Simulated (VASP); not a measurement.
# GaAs (F-43m) in VASP: a series of runs

Runs on GaAs. Level: PBEsol. Tasks: single point.

Program: VASP 6.6.1. These are calculated values, not measurements. Logs are shortened: lines on timing, memory, paths and dates and some standing lists are left out, and cuts for length are marked.

## (1) The cell of the first run

The structure is cubic, space group F-43m (No. 216). Conventional cell: a = 5.562 Å, b = 5.562 Å, c = 5.562 Å, α = 90.00°, β = 90.00°, γ = 90.00°. Within 3.2 Å of Ga (site symmetry -43m) lie 4 As at 2.41 Å. As (site symmetry -43m) has 4 Ga at 2.41 Å within 3.2 Å.

## (2) Single point, PBEsol

Input file INCAR:

```
  PREC = Accurate
  ENCUT = 520
  EDIFF = 1E-7
  ISMEAR = 0
  SIGMA = 0.01
  LREAL = False
  LASPH = True
  NELM = 80
  ALGO = Normal
  ISIF = 2
  LWAVE = False
  LCHARG = False
  GGA = PS
  NBANDS = 16
```

Input file KPOINTS:

```
Automatic mesh
0
Gamma
  8 8 8
```

Input file POSCAR:

```
GaAs
1.0
    2.7812033951      2.7812033951      0.0000000000
   -2.7812033951      2.7812033951      0.0000000000
    0.0000000000      2.7812033951      2.7812033951
Ga As
1 1
Direct
    0.0000000000      0.0000000000      0.0000000000
    0.7500000000      0.2500000000      0.5000000000
```

Potentials or basis: VASP PAW PBE potentials, release 64 (Ga_d, As).

Started as:

```
cat potpaw_PBE.64/Ga_d/POTCAR potpaw_PBE.64/As/POTCAR > POTCAR
mpirun -np 1 vasp_std > vasp.out
```

OUTCAR:

```text
PREC = Accurate
   ENCUT = 520
   EDIFF = 1E-7
   ISMEAR = 0
   LREAL = False
   LASPH = True
   NELM = 80
   ISIF = 2
   GGA = PS

 ion  position               nearest neighbor table
   1  0.000  0.000  0.000-   2 2.41   2 2.41   2 2.41   2 2.41
   2  0.750  0.250  0.500-   1 2.41   1 2.41   1 2.41   1 2.41

  LATTYP: Found a face centered cubic cell.
 ALAT       =     5.5624067902

  Lattice vectors:

 A1 = (   0.0000000000,   2.7812033951,   2.7812033951)
 A2 = (   2.7812033951,   0.0000000000,   2.7812033951)
 A3 = (   2.7812033951,   2.7812033951,   0.0000000000)

Analysis of symmetry for initial positions (statically):
=====================================================================
 Subroutine PRICEL returns:
 Original cell was already a primitive cell.

 Routine SETGRP: Setting up the symmetry group for a
 face centered cubic supercell.

 Subroutine GETGRP returns: Found 24 space group operations
 (whereof 24 operations were pure point group operations)
 out of a pool of 48 trial point group operations.

The static configuration has the point symmetry T_d .

Analysis of symmetry for dynamics (positions and initial velocities):
=====================================================================
 Subroutine PRICEL returns:
 Original cell was already a primitive cell.

 Routine SETGRP: Setting up the symmetry group for a
 face centered cubic supercell.

 Subroutine GETGRP returns: Found 24 space group operations
 (whereof 24 operations were pure point group operations)
 out of a pool of 48 trial point group operations.

The dynamic configuration has the point symmetry T_d .

 Subroutine INISYM returns: Found 24 space group operations
 (whereof 24 operations are pure point group operations),
 and found     1 'primitive' translations

----------------------------------------------------------------------------------------

                                     Primitive cell

  volume of cell :      43.0257

  direct lattice vectors                    reciprocal lattice vectors
     2.781203395  2.781203395  0.000000000     0.179778293  0.179778293 -0.179778293
    -2.781203395  2.781203395  0.000000000    -0.179778293  0.179778293 -0.179778293
     0.000000000  2.781203395  2.781203395     0.000000000  0.000000000  0.359556587

  length of vectors
     3.933215561  3.933215561  3.933215561     0.311385138  0.311385138  0.359556587

  position of ions in fractional coordinates (direct lattice)
     0.000000000  0.000000000  0.000000000
     0.750000000  0.250000000  0.500000000

  ion indices of the primitive-cell ions
   primitive index   ion index
                 1           1
                 2           2

----------------------------------------------------------------------------------------

 KPOINTS: Automatic mesh

Automatic generation of k-mesh.
 Grid dimensions read from file:
 generate k-points for:    8    8    8

 Generating k-lattice:

  Cartesian coordinates                     Fractional coordinates (reciprocal lattice)
     0.022472287  0.022472287 -0.022472287     0.125000000  0.000000000  0.000000000
    -0.022472287  0.022472287 -0.022472287     0.000000000  0.125000000  0.000000000
     0.000000000  0.000000000  0.044944573     0.000000000  0.000000000  0.125000000

  Length of vectors
     0.038923142  0.038923142  0.044944573

  Shift w.r.t. Gamma in fractional coordinates (k-lattice)
     0.000000000  0.000000000  0.000000000

 Subroutine IBZKPT returns following result:
 ===========================================

 Found     29 irreducible k-points:

 Following reciprocal coordinates:
            Coordinates               Weight
  0.000000  0.000000  0.000000      1.000000
  0.125000  0.000000  0.000000      8.000000
  0.250000  0.000000  0.000000      8.000000
  0.375000  0.000000  0.000000      8.000000
  0.500000  0.000000  0.000000      4.000000
  0.125000  0.125000  0.000000     12.000000
[... 16 lines left out ...]
  0.375000  0.250000  0.125000     48.000000
  0.500000  0.250000  0.125000     24.000000
 [... further k-points ...]
   k-points           NKPTS =     29   k-points in BZ     NKDIM =     29   number of bands    NBANDS=     16
   number of dos      NEDOS =    301   number of ions     NIONS =      2
   total plane-waves  NPLWV =  27000
   dimension x,y,z NGX =    30 NGY =   30 NGZ =   30
   dimension x,y,z NGXF=    60 NGYF=   60 NGZF=   60
   ions per type =               1   1
   NGX,Y,Z   is equivalent  to a cutoff of  12.68, 12.68, 12.68 a.u.
   NGXF,Y,Z  is equivalent  to a cutoff of  25.36, 25.36, 25.36 a.u.
 SYSTEM =  unknown system
   PREC   = accura    normal or accurate (medium, high low for compatibility)
   ISTART =      0    job   : 0-new  1-cont  2-samecut
   ICHARG =      2    charge: 1-file 2-atom 10-const
   ISPIN  =      1    spin polarized calculation?
   LNONCOLLINEAR =      F non collinear calculations
   LSORBIT =      F    spin-orbit coupling
   LASPH  =      T    aspherical Exc in radial PAW
   ENCUT  =  520.0 eV  38.22 Ry    6.18 a.u.   7.31  7.31  7.31*2*pi/ulx,y,z
   NELM   =     80;   NELMIN=  2; NELMDL= -5     # of ELM steps
   EDIFF  = 0.1E-06   stopping-criterion for ELM
   LREAL  =      F    real-space projection
   EDIFFG = 0.1E-05   stopping-criterion for IOM
   NSW    =      0    number of steps for IOM
   IBRION =     -1    ionic relax: 0-MD 1-quasi-New 2-CG
   NFREE  =      0    steps in history (QN), initial steepest desc. (CG)
   ISIF   =      2    stress and relaxation
   ISYM   =      2    0-nonsym 1-usesym 2-fastsym
   POTIM  = 0.5000    time-step for ionic-motion
   TEBEG  =    0.0;   TEEND  =   0.0 temperature during run
   PSTRESS=    0.0 pullay stress
   NELECT =      18.0000    total number of electrons
   NUPDOWN=      -1.0000    fix difference up-down
   EMIN   =  10.00;   EMAX   =-10.00  energy-range for DOS
   EFERMI =   0.00;   METHOD = LEGACY
   ISMEAR =     0;   SIGMA  =   0.01  broadening in eV -4-tet -1-fermi 0-gaus
   EFERMI_NEDOS =   21; number of points for ismear=-14 and -15
   IALGO  =     38    algorithm
   IMIX   =      4    mixing-type and parameters
     AMIX     =   0.40;   BMIX     =  1.00
     AMIX_MAG =   1.60;   BMIX_MAG =  1.00
  volume/ion in A,a.u.               =      21.51       145.18
  Fermi-wavevector in a.u.,A,eV,Ry     =   1.224399  2.313778 20.397209  1.499153
  Thomas-Fermi vector in A             =   2.359475
   LORBIT       =      0    0 simple, 1 ext, 2 COOP (PROOUT), +10 PAW based schemes
   GGA     = PS    functional components
   LHFCALC =     F    Hartree Fock is set to
   AEXX    =    0.0000 exact exchange contribution
   IVDW    =     0    specifies the selected vdW correction
   LEPSILON=     F    determine dielectric tensor
   LRPA    =     F    only Hartree local field effects (RPA)
 non-spin polarized calculation
 Gauss-broadening in eV      SIGMA  =   0.01
  energy-cutoff  :      520.00
  volume of cell :       43.03
 maximum number of plane-waves:      1174
 NGX is ok and might be reduce to    30
   NGX = 15   NGY = 15   NGZ = 15

 number of electron      18.0000014 magnetization

 Free energy of the ion-electron system (eV)
  ---------------------------------------------------
  ext. energy  EPLUGINS =         0.00000000
  ---------------------------------------------------
  free energy    TOTEN  =        -9.05769937 eV

  energy without entropy =       -9.05769937  energy(sigma->0) =       -9.05769937

 E-fermi :   4.3358     XC(G=0):  -9.9925

 val. band max:        4.2767723821   @ k =   0.0000   0.0000   0.0000
 cond. band min:       5.1038331320   @ k =   0.0000   0.0000   0.0000
 fundamental gap:      0.8270607499
 Fermi energy:         4.3357676331

 k-point     1 :       0.0000    0.0000    0.0000
  band No.  band energies     occupation
      1     -10.5970      2.00000
      2     -10.5970      2.00000
      3     -10.5970      2.00000
      4     -10.5041      2.00000
      5     -10.5041      2.00000
      6      -8.8401      2.00000
[... 8 lines left out ...]
     15      14.5090      0.00000
     16      14.5090      0.00000

 k-point     2 :       0.1250    0.0000    0.0000
  band No.  band energies     occupation
      1     -10.6149      2.00000
      2     -10.5928      2.00000
      3     -10.5928      2.00000
      4     -10.5044      2.00000
      5     -10.5044      2.00000
      6      -8.6421      2.00000
[... 8 lines left out ...]
     15      13.5620      0.00000
     16      13.5620      0.00000

 k-point     3 :       0.2500    0.0000    0.0000
  band No.  band energies     occupation
      1     -10.6525      2.00000
      2     -10.5836      2.00000
      3     -10.5836      2.00000
      4     -10.5038      2.00000
      5     -10.5038      2.00000
      6      -8.0897      2.00000
[... 8 lines left out ...]
     15      13.3159      0.00000
     16      13.3159      0.00000

 k-point     4 :       0.3750    0.0000    0.0000
  band No.  band energies     occupation
      1     -10.6847      2.00000
      2     -10.5764      2.00000
      3     -10.5764      2.00000
      4     -10.5013      2.00000
      5     -10.5013      2.00000
      6      -7.3412      2.00000
[... 8 lines left out ...]
     15      14.5628      0.00000
     16      14.5628      0.00000
[... 324 lines left out ...]
 k-point    22 :       0.2500    0.2500    0.1250
  band No.  band energies     occupation
      1     -10.6786      2.00000
      2     -10.5727      2.00000
      3     -10.5694      2.00000
      4     -10.5142      2.00000
      5     -10.4981      2.00000
      6      -7.6256      2.00000
[... 8 lines left out ...]
     15      15.3257      0.00000
     16      15.8655      0.00000

 k-point    23 :       0.3750    0.2500    0.1250
  band No.  band energies     occupation
      1     -10.6981      2.00000
      2     -10.5685      2.00000
      3     -10.5615      2.00000
      4     -10.5127      2.00000
      5     -10.4986      2.00000
      6      -6.9302      2.00000
[... 8 lines left out ...]
     15      15.2540      0.00000
     16      16.6638      0.00000

 k-point    24 :       0.5000    0.2500    0.1250
  band No.  band energies     occupation
      1     -10.7054      2.00000
      2     -10.5677      2.00000
      3     -10.5586      2.00000
      4     -10.5097      2.00000
      5     -10.5001      2.00000
      6      -6.5308      2.00000
[... 8 lines left out ...]
     15      15.9266      0.00000
     16      16.6214      0.00000

 [... further k-points ...]

------------------------ aborting loop because EDIFF is reached ----------------------------------------

  FORCE on cell =-STRESS in cart. coord.  units (eV):
  Direction    XX          YY          ZZ          XY          YZ          ZX
  --------------------------------------------------------------------------------------
  -------------------------------------------------------------------------------------
  Total        1.1339577      1.1339577      1.1339577     -0.0000000      0.0000000     -0.0000000
  in kB       42.2259283     42.2259283     42.2259283     -0.0000000      0.0000000     -0.0000000
  external PRESSURE =      42.2259283 kB  Pullay stress =       0.0000000 kB

 VOLUME and BASIS-vectors are now :
 -----------------------------------------------------------------------------
  energy-cutoff  :      520.00
  volume of cell :       43.03
      direct lattice vectors                 reciprocal lattice vectors
     2.781203395  2.781203395  0.000000000     0.179778293  0.179778293 -0.179778293
    -2.781203395  2.781203395  0.000000000    -0.179778293  0.179778293 -0.179778293
     0.000000000  2.781203395  2.781203395     0.000000000  0.000000000  0.359556587

 POSITION                                       TOTAL-FORCE (eV/Angst)
 -----------------------------------------------------------------------------------
      0.00000      0.00000      0.00000        -0.000000      0.000000      0.000000
      1.39060      4.17181      1.39060         0.000000     -0.000000      0.000000
 -----------------------------------------------------------------------------------
    total drift:                               -0.000001     -0.000000      0.000000

  FREE ENERGIE OF THE ION-ELECTRON SYSTEM (eV)
  ---------------------------------------------------
  free  energy   TOTEN  =        -9.0576993727 eV

  energy  without entropy=       -9.0576993727  energy(sigma->0) =       -9.05769937
```

Wall time 12 s (1 thread of Intel Xeon 6975P-C (Granite Rapids), shared host); peak memory 0.17 GiB.

What came out:

```
Free energy            : -9.0577 eV
Pressure               : 4.2 GPa
Band gap on the k mesh : 0.83 eV
```

Levels at points of the mesh, in eV from the valence-band top:
| k point | band 7 | band 8 | band 9 | band 10 | band 11 | band 12 |
| --- | --- | --- | --- | --- | --- | --- |
| (0.00, 0.00, 0.00) | 0.00 | 0.00 | 0.00 | 0.83 | 3.70 | 3.70 |
| (0.50, 0.00, 0.00) | -6.96 | -1.23 | -1.23 | 1.07 | 4.59 | 4.59 |
| (0.50, 0.50, 0.00) | -7.09 | -2.88 | -2.88 | 1.25 | 1.54 | 10.52 |

Caveat: the cell stands under pressure; the PAW data sets were made with another functional, which shifts forces and pressure a little. A k mesh can miss the band edges.

[end of part 1 of 2]
